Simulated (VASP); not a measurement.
## BiTe: single point with r2SCAN

BiTe:

```xyz
2
Lattice="0.0000 3.2350 3.2350 3.2350 0.0000 3.2350 3.2350 3.2350 0.0000" Properties=species:S:1:pos:R:3 pbc="T T T"
Bi    0.0000    0.0000    0.0000
Te    3.2350    3.2350    3.2350
```

```yaml
Program: VASP 6.6.1
Task: single point
Functional: r2SCAN
Potentials_or_basis: VASP PAW PBE potentials, release 64 (Bi_d, Te)
Cutoff: 520 eV
k_mesh: 6 × 6 × 6
Occupations: fermi-dirac, width 0.1 eV
Spin: no spin polarisation
Dipole_correction: no
Further_INCAR_settings: ALGO = Normal; EDIFF = 1e-07; NBANDS = 18
```

- Pressure: 0.0 GPa

Levels at points of the mesh, in eV from the Fermi level:
```tsv
k point	band 7	band 8	band 9	band 10	band 11	band 12	band 13	band 14
(0.00, 0.00, 0.00)	-8.27	-2.77	-2.77	-2.77	2.28	2.28	2.28	5.04
(0.50, 0.00, 0.00)	-11.69	-2.08	-2.08	-1.61	-0.66	-0.66	-0.66	7.86
(0.50, 0.50, 0.00)	-10.28	-5.93	-4.26	-4.26	2.54	3.80	3.80	5.28
```

It took 3.3 min on 1 thread of AMD EPYC 7R13, with other jobs on the host, peak memory 0.19 GiB.

Caveat: the PAW data sets were made with another functional, which shifts forces and pressure a little; spin-orbit coupling is left out, which moves the levels of the heavy elements.
